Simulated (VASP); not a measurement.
# LiPb4O8 (P-4) in VASP: relaxation of cell and atoms with PBE+D3(BJ)

Aim: the relaxation of cell and atoms of LiPb4O8 with PBE+D3(BJ).

All numbers are computed with VASP 6.6.1; they aren't measurements. Logs are shortened: lines on timing, memory, paths and dates and some standing lists are left out, and cuts for length are marked.

## (1) The cell of the first run

Symmetry: P-4, No. 81, tetragonal system. The conventional cell has a = 5.182 Å, b = 5.182 Å, c = 6.891 Å, α = 90.00°, β = 90.00°, γ = 90.00°. Pb (site symmetry 2) has 6 O at 2.18 to 2.27 Å and 2 Li at 2.76 Å within 2.9 Å. Within 3.0 Å of Pb (site symmetry 2) lie 6 O at 2.23 to 2.26 Å. Within 2.5 Å of O (site symmetry 1) lie 1 Li at 1.92 Å and 3 Pb at 2.25 to 2.27 Å. O (site symmetry 1) has 3 Pb at 2.18 to 2.24 Å and 1 O at 2.86 Å within 2.9 Å. Li (site symmetry -4) has 4 O at 1.92 Å within 2.5 Å.

## (2) Relaxation of cell and atoms, PBE+D3(BJ)

The input, INCAR:

```
SYSTEM = LiPb4O8
  PREC = Accurate
  ENCUT = 600
  EDIFF = 1E-7
  ISMEAR = 0
  SIGMA = 0.1
  LREAL = .False.
  LASPH = .True.
  NELM = 60
  ALGO = Fast
  ISIF = 3
  LWAVE = .False.
  LCHARG = .False.
  GGA = PE
  IVDW = 12
  IBRION = 2
  NSW = 90
  EDIFFG = -0.025
```

The input, KPOINTS:

```
Automatic mesh
0
Gamma
  6 6 4
  0 0 0
```

The input, POSCAR:

```
LiPb4O8
1.0
    5.1822020323      0.0000000000      0.0000000000
    0.0000000000      5.1822020323      0.0000000000
    0.0000000000      0.0000000000      6.8913352299
Pb O Li
4 8 1
Direct
    0.0000000000      0.0000000000     -0.0137884489
    0.0000000000      0.0000000000      0.4961500380
    0.5000000000      0.5000000000      0.2637884489
    0.5000000000      0.5000000000      0.7538499620
    0.2873871642      0.3250598513      0.0084054411
    0.3073438700      0.3017808990      0.5031774189
    0.1749401487      0.7873871642      0.2415945589
    0.1982191010      0.8073438700      0.7468225811
    0.7126128358      0.6749401487      0.0084054411
    0.6926561300      0.6982191010      0.5031774189
    0.8250598513      0.2126128358      0.2415945589
    0.8017808990      0.1926561300      0.7468225811
    0.0000000000      0.5000000000      0.1250000000
```

Potentials or basis: VASP PAW PBE potentials, release 64 (Pb_d, O, Li_sv).

The run is started by

```console
$ cat potpaw_PBE.64/Pb_d/POTCAR potpaw_PBE.64/O/POTCAR potpaw_PBE.64/Li_sv/POTCAR > POTCAR
$ mpirun -np 1 vasp_std > vasp.out
```

OUTCAR:

```text
SYSTEM = LiPb4O8
   PREC = Accurate
   ENCUT = 600
   EDIFF = 1E-7
   ISMEAR = 0
   LREAL = .False.
   LASPH = .True.
   NELM = 60
   ISIF = 3
   GGA = PE
   IVDW = 12
   IBRION = 2
   NSW = 90
   EDIFFG = -0.025
 IVDW          = 12

 ion  position               nearest neighbor table
   1  0.000  0.000  0.986-   8 2.18  12 2.18   9 2.25   5 2.25  11 2.27   7 2.27  13 2.76  13 2.76
                             2 3.38   2 3.51   4 4.00   4 4.00   4 4.00   4 4.00   3 4.13   3 4.13
   2  0.000  0.000  0.496-   6 2.23  10 2.23   8 2.24  12 2.24  11 2.26   7 2.26   1 3.38   1 3.51
                             3 4.00   3 4.00   3 4.00   3 4.00   4 4.07   4 4.07   4 4.07   4 4.07
   3  0.500  0.500  0.264-   6 2.18  10 2.18   7 2.25  11 2.25   5 2.27   9 2.27  13 2.76  13 2.76
                             4 3.38   4 3.51   2 4.00   2 4.00   2 4.00   2 4.00   1 4.13   1 4.13
   4  0.500  0.500  0.754-   8 2.23  12 2.23  10 2.24   6 2.24   5 2.26   9 2.26   3 3.38   3 3.51
                             1 4.00   1 4.00   1 4.00   1 4.00   2 4.07   2 4.07   2 4.07   2 4.07
   5  0.287  0.325  0.008-  13 1.92   1 2.25   4 2.26   3 2.27
   6  0.307  0.302  0.503-   3 2.18   2 2.23   4 2.24
   7  0.175  0.787  0.242-  13 1.92   3 2.25   2 2.26   1 2.27
   8  0.198  0.807  0.747-   1 2.18   4 2.23   2 2.24
   9  0.713  0.675  0.008-  13 1.92   1 2.25   4 2.26   3 2.27
  10  0.693  0.698  0.503-   3 2.18   2 2.23   4 2.24
  11  0.825  0.213  0.242-  13 1.92   3 2.25   2 2.26   1 2.27
  12  0.802  0.193  0.747-   1 2.18   4 2.23   2 2.24
  13  0.000  0.500  0.125-   5 1.92   7 1.92   9 1.92  11 1.92   1 2.76   3 2.76   1 2.76   3 2.76

  LATTYP: Found a simple tetragonal cell.
 ALAT       =     5.1822020323
 C/A-ratio  =     1.3298082913

  Lattice vectors:

 A1 = (   5.1822020323,   0.0000000000,   0.0000000000)
 A2 = (   0.0000000000,   5.1822020323,   0.0000000000)
 A3 = (   0.0000000000,   0.0000000000,   6.8913352299)

Analysis of symmetry for initial positions (statically):
=====================================================================
 Subroutine PRICEL returns:
 Original cell was already a primitive cell.

 Routine SETGRP: Setting up the symmetry group for a
 simple tetragonal supercell.

 Subroutine GETGRP returns: Found  4 space group operations
 (whereof  2 operations were pure point group operations)
 out of a pool of 16 trial point group operations.

The static configuration has the point symmetry C_2 .
 The point group associated with its full space group is S_4 .

Analysis of symmetry for dynamics (positions and initial velocities):
=====================================================================
 Subroutine PRICEL returns:
 Original cell was already a primitive cell.

 Routine SETGRP: Setting up the symmetry group for a
 simple tetragonal supercell.

 Subroutine GETGRP returns: Found  4 space group operations
 (whereof  2 operations were pure point group operations)
 out of a pool of 16 trial point group operations.

The dynamic configuration has the point symmetry C_2 .
 The point group associated with its full space group is S_4 .

 Subroutine INISYM returns: Found  4 space group operations
 (whereof  2 operations are pure point group operations),
 and found     1 'primitive' translations

----------------------------------------------------------------------------------------

                                     Primitive cell

  volume of cell :     185.0683

  direct lattice vectors                    reciprocal lattice vectors
     5.182202032  0.000000000  0.000000000     0.192968162  0.000000000  0.000000000
     0.000000000  5.182202032  0.000000000     0.000000000  0.192968162  0.000000000
     0.000000000  0.000000000  6.891335230     0.000000000  0.000000000  0.145109760

  length of vectors
     5.182202032  5.182202032  6.891335230     0.192968162  0.192968162  0.145109760

  position of ions in fractional coordinates (direct lattice)
     0.000000000  0.000000000  0.986211551
     0.000000000  0.000000000  0.496150038
     0.500000000  0.500000000  0.263788449
     0.500000000  0.500000000  0.753849962
     0.287387164  0.325059851  0.008405441
     0.307343870  0.301780899  0.503177419
     0.174940149  0.787387164  0.241594559
     0.198219101  0.807343870  0.746822581
     0.712612836  0.674940149  0.008405441
     0.692656130  0.698219101  0.503177419
[... 34 lines left out ...]

  Length of vectors
     0.032161360  0.032161360  0.036277440

  Shift w.r.t. Gamma in fractional coordinates (k-lattice)
     0.000000000  0.000000000  0.000000000

 Subroutine IBZKPT returns following result:
 ===========================================

 Found     33 irreducible k-points:

 Following reciprocal coordinates:
            Coordinates               Weight
  0.000000  0.000000  0.000000      1.000000
  0.166667  0.000000  0.000000      4.000000
  0.333333  0.000000  0.000000      4.000000
  0.500000  0.000000  0.000000      2.000000
  0.166667  0.166667  0.000000      4.000000
  0.333333  0.166667  0.000000      4.000000
[... 16 lines left out ...]
  0.000000  0.000000  0.500000      1.000000
  0.166667  0.000000  0.500000      4.000000
 [... further k-points ...]
   k-points           NKPTS =     33   k-points in BZ     NKDIM =     33   number of bands    NBANDS=     64
   number of dos      NEDOS =    301   number of ions     NIONS =     13
   total plane-waves  NPLWV =  98784
   dimension x,y,z NGX =    42 NGY =   42 NGZ =   56
   dimension x,y,z NGXF=    84 NGYF=   84 NGZF=  112
   ions per type =               4   8   1
   NGX,Y,Z   is equivalent  to a cutoff of  13.47, 13.47, 13.51 a.u.
   NGXF,Y,Z  is equivalent  to a cutoff of  26.95, 26.95, 27.02 a.u.
 SYSTEM =  LiPb4O8
   PREC   = accura    normal or accurate (medium, high low for compatibility)
   ISTART =      0    job   : 0-new  1-cont  2-samecut
   ICHARG =      2    charge: 1-file 2-atom 10-const
   ISPIN  =      1    spin polarized calculation?
   LNONCOLLINEAR =      F non collinear calculations
   LSORBIT =      F    spin-orbit coupling
   LASPH  =      T    aspherical Exc in radial PAW
   ENCUT  =  600.0 eV  44.10 Ry    6.64 a.u.  10.35 10.35 13.76*2*pi/ulx,y,z
   NELM   =     60;   NELMIN=  2; NELMDL= -5     # of ELM steps
   EDIFF  = 0.1E-06   stopping-criterion for ELM
   LREAL  =      F    real-space projection
   EDIFFG = -.3E-01   stopping-criterion for IOM
   NSW    =     90    number of steps for IOM
   IBRION =      2    ionic relax: 0-MD 1-quasi-New 2-CG
   NFREE  =      1    steps in history (QN), initial steepest desc. (CG)
   ISIF   =      3    stress and relaxation
   ISYM   =      2    0-nonsym 1-usesym 2-fastsym
   POTIM  = 0.5000    time-step for ionic-motion
   TEBEG  =    0.0;   TEEND  =   0.0 temperature during run
   PSTRESS=    0.0 pullay stress
   NELECT =     107.0000    total number of electrons
   NUPDOWN=      -1.0000    fix difference up-down
   EMIN   =  10.00;   EMAX   =-10.00  energy-range for DOS
   EFERMI =   0.00;   METHOD = LEGACY
   ISMEAR =     0;   SIGMA  =   0.10  broadening in eV -4-tet -1-fermi 0-gaus
   EFERMI_NEDOS =   21; number of points for ismear=-14 and -15
   IALGO  =     68    algorithm
   IMIX   =      4    mixing-type and parameters
     AMIX     =   0.40;   BMIX     =  1.00
     AMIX_MAG =   1.60;   BMIX_MAG =  1.00
  volume/ion in A,a.u.               =      14.24        96.07
  Fermi-wavevector in a.u.,A,eV,Ry     =   1.363825  2.577256 25.307100  1.860019
  Thomas-Fermi vector in A             =   2.490194
   LORBIT       =      0    0 simple, 1 ext, 2 COOP (PROOUT), +10 PAW based schemes
   GGA     = PE    functional components
   LHFCALC =     F    Hartree Fock is set to
   AEXX    =    0.0000 exact exchange contribution
   IVDW    =    12    specifies the selected vdW correction
   LEPSILON=     F    determine dielectric tensor
   LRPA    =     F    only Hartree local field effects (RPA)
 conjugate gradient relaxation of ions
 non-spin polarized calculation
 RMM-DIIS sequential band-by-band and
 Gauss-broadening in eV      SIGMA  =   0.10
  energy-cutoff  :      600.00
  volume of cell :      185.07
 maximum number of plane-waves:      6212
 NGX is ok and might be reduce to    42
   NGX = 21   NGY = 21   NGZ = 27

 number of electron     106.9999994 magnetization

 Free energy of the ion-electron system (eV)
  ---------------------------------------------------
  ext. energy  EPLUGINS =         0.00000000
  ---------------------------------------------------
  free energy    TOTEN  =       -68.62583733 eV

  energy without entropy =      -68.62097110  energy(sigma->0) =      -68.62340421

 E-fermi :   5.1660     XC(G=0): -10.3319

 val. band max:        5.1575766064   @ k =   0.1667   0.0000   0.5000
 cond. band min:       5.2001948751   @ k =   0.1667   0.1667   0.5000
 fundamental gap:      0.0426182686
 Fermi energy:         5.1659550811

 k-point     1 :       0.0000    0.0000    0.0000
  band No.  band energies     occupation
      1     -39.0622      2.00000
      2     -14.0218      2.00000
      3     -13.9595      2.00000
      4     -13.6825      2.00000
      5     -13.6825      2.00000
      6     -13.3839      2.00000
[... 1597 lines left out ...]
     63      11.2892      0.00000
     64      13.6598      0.00000

 [... further k-points ...]

------------------------ aborting loop because EDIFF is reached ----------------------------------------

 Edisp (eV)   -2.72317

 E8    (eV) :    -1.1569

  FORCE on cell =-STRESS in cart. coord.  units (eV):
  Direction    XX          YY          ZZ          XY          YZ          ZX
  --------------------------------------------------------------------------------------
  -------------------------------------------------------------------------------------
  Total       0.22744     0.22744     0.04837    -0.00000     0.00000     0.00000
  in kB       1.96901     1.96901     0.41873    -0.00000     0.00000     0.00000
  external pressure =        1.45 kB  Pullay stress =        0.00 kB

 VOLUME and BASIS-vectors are now :
 -----------------------------------------------------------------------------
  energy-cutoff  :      600.00
  volume of cell :      185.07
      direct lattice vectors                 reciprocal lattice vectors
     5.182202032  0.000000000  0.000000000     0.192968162  0.000000000  0.000000000
     0.000000000  5.182202032  0.000000000     0.000000000  0.192968162  0.000000000
     0.000000000  0.000000000  6.891335230     0.000000000  0.000000000  0.145109760

 POSITION                                       TOTAL-FORCE (eV/Angst)
 -----------------------------------------------------------------------------------
      0.00000      0.00000      6.79631         0.000000      0.000000      0.003043
      0.00000      0.00000      3.41914         0.000000      0.000000      0.004935
      2.59110      2.59110      1.81785         0.000000      0.000000     -0.003043
      2.59110      2.59110      5.19503         0.000000      0.000000     -0.004935
      1.48930      1.68453      0.05792         0.010530      0.004452     -0.006673
      1.59272      1.56389      3.46756        -0.006323      0.000637      0.006118
      0.90658      4.08040      1.66491        -0.004452      0.010530      0.006673
      1.02721      4.18382      5.14660        -0.000637     -0.006323     -0.006118
      3.69290      3.49768      0.05792        -0.010530     -0.004452     -0.006673
      3.58948      3.61831      3.46756         0.006323     -0.000637      0.006118
      4.27563      1.10180      1.66491         0.004452     -0.010530      0.006673
      4.15499      0.99838      5.14660         0.000637      0.006323     -0.006118
      0.00000      2.59110      0.86142         0.000000      0.000000      0.000000
 -----------------------------------------------------------------------------------
    total drift:                                0.000000      0.000000     -0.000000

  FREE ENERGIE OF THE ION-ELECTRON SYSTEM (eV)
  ---------------------------------------------------
  free  energy   TOTEN  =       -71.3490089606 eV

  energy  without entropy=      -71.3441427308  energy(sigma->0) =      -71.34657585

 reached required accuracy - stopping structural energy minimisation
```

It took 35 min on 1 thread of Oxide Virtual Turin-like, shared host; peak memory 0.52 GiB.

What came out:

- Free energy: -71.3490 eV
- Pressure after relaxing: 0.1 GPa
- Largest force after relaxing: 0.013 eV/Å
- Band gap on the k mesh: zero (an odd number of electrons rules out a gap without spin polarisation)
- Dispersion energy per atom: -0.209 eV

Forces on the atoms (eV/Å):
```
Pb   0.000  0.000  0.003
Pb   0.000  0.000  0.005
Pb   0.000  0.000 -0.003
Pb   0.000  0.000 -0.005
O    0.011  0.004 -0.007
O   -0.006  0.001  0.006
O   -0.004  0.011  0.007
O   -0.001 -0.006 -0.006
O   -0.011 -0.004 -0.007
O    0.006 -0.001  0.006
O    0.004 -0.011  0.007
O    0.001  0.006 -0.006
Li   0.000  0.000  0.000
```

Final structure:
```
CELL_PARAMETERS angstrom
5.18220 0.00000 0.00000
0.00000 5.18220 0.00000
0.00000 0.00000 6.89134
ATOMIC_POSITIONS crystal
Pb 0.00000 0.00000 0.98621
Pb 0.00000 0.00000 0.49615
Pb 0.50000 0.50000 0.26379
Pb 0.50000 0.50000 0.75385
O 0.28739 0.32506 0.00841
O 0.30734 0.30178 0.50318
O 0.17494 0.78739 0.24159
O 0.19822 0.80734 0.74682
O 0.71261 0.67494 0.00841
O 0.69266 0.69822 0.50318
O 0.82506 0.21261 0.24159
O 0.80178 0.19266 0.74682
Li 0.00000 0.50000 0.12500
```

Caveat: the cutoff is under 1.25 times the usual one of these potentials, so pressure, stress and relaxed cells hold a basis-set (Pulay) error; the relaxation stopped at its first step, so nothing moved; spin-orbit coupling is left out, which moves the levels of the heavy elements; an odd number of electrons without spin polarisation forces a metal; a magnetic or distorted state may lie lower.

The gap in the log of VASP goes by the Fermi energy; the results here count the filled bands.